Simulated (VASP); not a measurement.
Runs of VASP 6.6.1 on Ni2Os. The structure is that of space group P6/mmm (No. 191), or close to it. The cells are those of the table. 

```csv
task,cell,k mesh,cutoff (eV),gap on the mesh (eV),pressure (GPa),relaxed volume (Å³/atom)
relaxation of cell and atoms,"relaxed from a = 3.203, b = 3.203, c = 3.458 Å, angles 90.0, 90.0, 120.0°, 3 atoms",6 × 6 × 6,600,none,0.2,11.99
single point,"a = 4.059, b = 4.059, c = 2.520 Å, angles 90.0, 90.0, 120.0°, 3 atoms",12 × 12 × 18,520,none,-0.2,-
relaxation of cell and atoms,"relaxed from a = 4.049, b = 4.049, c = 2.538 Å, angles 90.0, 90.0, 120.0°, 3 atoms",12 × 12 × 18,600,none,0.0,(a)
single point,"a = 4.049, b = 4.049, c = 2.538 Å, angles 90.0, 90.0, 120.0°, 3 atoms",6 × 6 × 6,520,none,-0.2,-
```

Alike in all rows: level PBE; potentials or basis VASP PAW PBE potentials, release 64 (Ni, Os); no spin polarisation; smearing gaussian 0.1 eV.

Q: Fill in the values left out.

A: (a) 11.97.

Caveats: some runs use coarse meshes; spin-orbit coupling is left out, which moves the levels of the heavy elements; the volume moved by over 15 % at a fixed basis, so the end points are rough (at least some runs).

A k mesh can miss the band edges, and the runs leave out spin-orbit coupling on Os.

A gap of «none» marks levels without a gap at the run's occupations.
